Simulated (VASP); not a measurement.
Here is a VASP 6.6.1 calculation.

The input INCAR:

```
SYSTEM = TiC
PREC = Accurate
ENCUT = 520
EDIFF = 1E-6
ISMEAR = 0
SIGMA = 0.15
LREAL = .FALSE.
LASPH = .TRUE.
NELM = 80
ALGO = Normal
ISIF = 2
LWAVE = .FALSE.
LCHARG = .FALSE.
GGA = PS
NBANDS = 15
```

File KPOINTS:

```
Automatic mesh
0
G
  24 24 24
  0 0 0
```

POSCAR

```
TiC
1.0
    0.0000000000      2.0393512101      2.2540197585
    2.0393512101      0.0000000000      2.2540197585
    2.0393512101      2.0393512101      0.0000000000
Ti C
1 1
Direct
    0.0000000000      0.0000000000      0.0000000000
    0.5000000000      0.5000000000      0.5000000000
```

Potentials or basis: VASP PAW PBE potentials, release 64 (Ti_sv, C).

Launch:

```sh
$ cat potpaw_PBE.64/Ti_sv/POTCAR potpaw_PBE.64/C/POTCAR > POTCAR
$ mpirun -np 1 vasp_std > vasp.out
```

Estimate the band gap on the k mesh.

zero (bands 8 and 9 overlap by 1.68 eV).

What does it give for the pressure?

21.7 GPa.

Stress tensor (GPa, compression positive):
```
 38.20   0.00   0.00
  0.00  38.20   0.00
  0.00   0.00 -11.21
```

Caveat: the cell differs from its parent crystal (strain -0.050 along x and y, +0.050 along z); the cell stands under pressure; the PAW data sets were made with another functional, which shifts forces and pressure a little.
